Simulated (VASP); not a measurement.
# Cd: single point with BLYP

The system is Cd.

```
CELL_PARAMETERS angstrom
0.00000 2.45622 2.45622
2.45622 0.00000 2.45622
2.45622 2.45622 0.00000
ATOMIC_POSITIONS crystal
Cd 0.00000 0.00000 0.00000
```

This isn't the form of Cd at room conditions, which is hcp.

```yaml
Program: VASP 6.6.1
Task: single point
Functional: BLYP
Potentials_or_basis: VASP PAW PBE potentials, release 64 (Cd)
Cutoff: 520 eV
k_mesh: 13 × 13 × 13
Occupations: fermi-dirac, width 0.1 eV
Spin: no spin polarisation
```

```json
{
  "Pressure": "-1.3 GPa",
  "Band gap on the k mesh": "zero (bands 6 and 7 overlap by 1.37 eV)"
}
```

Levels at points of the mesh, in eV from the Fermi level:
```csv
k point,band 4,band 5,band 6,band 7,band 8,band 9
"(0.00, 0.00, 0.00)",-8.28,-8.28,-6.70,11.87,11.87,11.87
```

Run time: 60 s on 1 thread of Intel Xeon 8259CL (shared host), peak memory 0.17 GiB.

Caveat: the PAW data sets were made with another functional, which shifts forces and pressure a little.
